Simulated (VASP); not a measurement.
Set up this calculation in VASP 6.6.1, as the native input.

```yaml
Task: single point
Functional: LDA
Potentials_or_basis: VASP PAW LDA potentials, release 64 (Y_sv, Al)
Cutoff: 500 eV
k_mesh: 6 × 6 × 6
Occupations: fermi-dirac, width 0.15 eV
Spin: no spin polarisation
Dipole_correction: no
Further_INCAR_settings: ALGO = Normal; EDIFF = 1e-06; NBANDS = 18
```

The structure of YAl3 lies in POSCAR:

```
YAl3
1.0
    4.2400310000      0.0000000000      0.0000000000
    0.0000000000      4.2400310000      0.0000000000
    0.0000000000      0.0000000000      4.2400310000
Y Al
1 3
Direct
    0.0000000000      0.0000000000      0.0000000000
    0.0000000000      0.5000000000      0.5000000000
    0.5000000000      0.5000000000      0.0000000000
    0.5000000000      0.0000000000      0.5000000000
```

The input as run:

INCAR

```
PREC = Accurate ; ENCUT = 500
EDIFF = 1E-6 ; ISMEAR = -1
SIGMA = 0.15 ; LREAL = False
LASPH = True ; NELM = 120
ALGO = Normal ; ISIF = 2
LWAVE = False ; LCHARG = True
GGA = CA ; LELF = True
LVHAR = True ; NBANDS = 18
GGA_COMPAT = False
```

KPOINTS

```
Automatic mesh
0
Gamma
  6 6 6
```

Potentials or basis: VASP PAW LDA potentials, release 64 (Y_sv, Al).

The run is started by

```bash
$ cat potpaw_LDA.64/Y_sv/POTCAR potpaw_LDA.64/Al/POTCAR > POTCAR
$ mpirun -np 1 vasp_std > vasp.out
```

It gave:

```
Pressure               : -2.8 GPa
Band gap on the k mesh : zero (band 10 reaches 6.68 eV, above the bottom of band 11 at 4.12 eV)
```

Wall time 10 s on 1 thread of Intel(R) Xeon(R) Platinum 8488C (Sapphire Rapids), with other jobs on the host, peak memory 0.17 GiB.
